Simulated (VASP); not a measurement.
# Al2Cu (I4/mcm) in VASP: a series of runs, part 2 of 2

VASP 6.6.1. The steps go on from the part before.

**3. Single point, PBE**

The input, INCAR:

```
SYSTEM = Al2Cu
ALGO = Fast ; EDIFF = 1E-6
ENCUT = 520 ; GGA = PE
ISIF = 2 ; ISMEAR = 0
LASPH = .TRUE. ; LCHARG = .FALSE.
LREAL = .FALSE. ; LWAVE = .FALSE.
NBANDS = 26 ; NELM = 80
PREC = Accurate ; SIGMA = 0.15
```

The input, KPOINTS:

```
k-points
0
G
  10 10 10
  0 0 0
```

The input, POSCAR:

```
Al2Cu
1.0
   -2.9051000000      2.9051000000      2.5145000000
    2.9051000000     -2.9051000000      2.5145000000
    2.9051000000      2.9051000000     -2.5145000000
Al Cu
4 2
Direct
    0.1587211657      0.6587211657      0.8174423314
    0.6587211657      0.8412788343      0.5000000000
    0.8412788343      0.3412788343      0.1825576686
    0.3412788343      0.1587211657      0.5000000000
    0.7500000000      0.7500000000      0.0000000000
    0.2500000000      0.2500000000      0.0000000000
```

Potentials or basis: VASP PAW PBE potentials, release 64 (Al, Cu).

The run is started by

```console
$ cat potpaw_PBE.64/Al/POTCAR potpaw_PBE.64/Cu/POTCAR > POTCAR
$ mpirun -np 1 vasp_std > vasp.out
```

OUTCAR:

```text
SYSTEM = Al2Cu
   EDIFF = 1E-6
   ENCUT = 520
   GGA = PE
   ISIF = 2
   ISMEAR = 0
   LASPH = .TRUE.
   LREAL = .FALSE.
   NELM = 80
   PREC = Accurate

 ion  position               nearest neighbor table
   1  0.159  0.659  0.817-   5 2.52   6 2.52   5 2.52   6 2.52   3 2.61   3 2.93   3 2.93   2 3.09
                             4 3.09   4 3.09   2 3.09   4 3.12   2 3.12   2 3.12   4 3.12
   2  0.659  0.841  0.500-   6 2.52   6 2.52   5 2.52   5 2.52   4 2.61   4 2.93   4 2.93   3 3.09
                             1 3.09   3 3.09   1 3.09   3 3.12   1 3.12   1 3.12   3 3.12
[... 914 lines left out ...]
  -------------------------------------------------------------------------------------
  Total        5.1368822      5.1368822      0.4564892      0.0000000      0.0000000      0.0000000
  in kB       96.9563784     96.9563784      8.6160309      0.0000000      0.0000000      0.0000000
  external PRESSURE =      67.5095959 kB  Pullay stress =       0.0000000 kB

 VOLUME and BASIS-vectors are now :
 -----------------------------------------------------------------------------
  energy-cutoff  :      520.00
  volume of cell :       84.89
      direct lattice vectors                 reciprocal lattice vectors
    -2.905100000  2.905100000  2.514500000     0.000000000  0.172111115  0.198846689
     2.905100000 -2.905100000  2.514500000     0.172111115  0.000000000  0.198846689
     2.905100000  2.905100000 -2.514500000     0.172111115  0.172111115  0.000000000

 POSITION                                       TOTAL-FORCE (eV/Angst)
 -----------------------------------------------------------------------------------
      3.82730      0.92220      0.00000         0.146223      0.146223     -0.000000
      1.98290      0.92220      2.51450        -0.146223      0.146223      0.000000
     -0.92220      1.98290      2.51450        -0.146223     -0.146223      0.000000
      0.92220      1.98290      0.00000         0.146223     -0.146223      0.000000
      0.00000      0.00000      3.77175        -0.000000      0.000000      0.000000
      0.00000      0.00000      1.25725        -0.000000      0.000000      0.000000
 -----------------------------------------------------------------------------------
    total drift:                                0.000000     -0.000000      0.000000

  FREE ENERGIE OF THE ION-ELECTRON SYSTEM (eV)
  ---------------------------------------------------
  free  energy   TOTEN  =       -23.1888003325 eV

  energy  without entropy=      -23.1655380251  energy(sigma->0) =      -23.17716918
```

OSZICAR:

```text
N       E                     dE             d eps       ncg     rms          rms(c)
DAV:   1     0.189081403703E+03    0.18908E+03   -0.13774E+04  5304   0.148E+03
DAV:   2    -0.155474170168E+02   -0.20463E+03   -0.19225E+03  5318   0.290E+02
DAV:   3    -0.278139725334E+02   -0.12267E+02   -0.11529E+02  6802   0.905E+01
DAV:   4    -0.281625262362E+02   -0.34855E+00   -0.34708E+00  8046   0.135E+01
DAV:   5    -0.281672080903E+02   -0.46819E-02   -0.46810E-02  7762   0.158E+00    0.221E+01
RMM:   6    -0.337135563886E+02   -0.55463E+01   -0.10637E+02  6450   0.137E+02    0.193E+01
RMM:   7    -0.234984914416E+02    0.10215E+02   -0.32489E+01  5675   0.789E+01    0.318E+00
RMM:   8    -0.232626306262E+02    0.23586E+00   -0.18401E+00  5866   0.189E+01    0.129E+00
RMM:   9    -0.231942752794E+02    0.68355E-01   -0.43069E-01  6011   0.299E+00    0.485E-01
RMM:  10    -0.231939807544E+02    0.29453E-03   -0.52665E-02  6516   0.235E+00    0.385E-01
RMM:  11    -0.231886517459E+02    0.53290E-02   -0.10873E-02  6846   0.820E-01    0.958E-02
RMM:  12    -0.231888816903E+02   -0.22994E-03   -0.29249E-03  7361   0.419E-01    0.769E-02
RMM:  13    -0.231887981807E+02    0.83510E-04   -0.72733E-04  7000   0.179E-01    0.150E-02
RMM:  14    -0.231887969759E+02    0.12049E-05   -0.12373E-04  7074   0.103E-01    0.145E-02
RMM:  15    -0.231888003317E+02   -0.33558E-05   -0.31372E-05  6795   0.358E-02    0.213E-02
RMM:  16    -0.231888003325E+02   -0.78035E-09   -0.81323E-06  6280   0.335E-02
   1 F= -.23188800E+02 E0= -.23177169E+02  d E =-.232623E-01
```

Wall time 2.4 min (1 thread of Intel Xeon Platinum 8559C (Emerald Rapids), shared host); peak memory 0.33 GiB.

Results:

* Free energy: -23.1888 eV
* Pressure: 6.8 GPa
* Largest force: 0.207 eV/Å
* Band gap on the k mesh: zero (band 17 reaches 10.86 eV, above the bottom of band 18 at 7.08 eV)

Forces on the atoms (eV/Å):
```
Al   0.146  0.146  0.000
Al  -0.146  0.146  0.000
Al  -0.146 -0.146  0.000
Al   0.146 -0.146  0.000
Cu   0.000  0.000  0.000
Cu   0.000  0.000  0.000
```
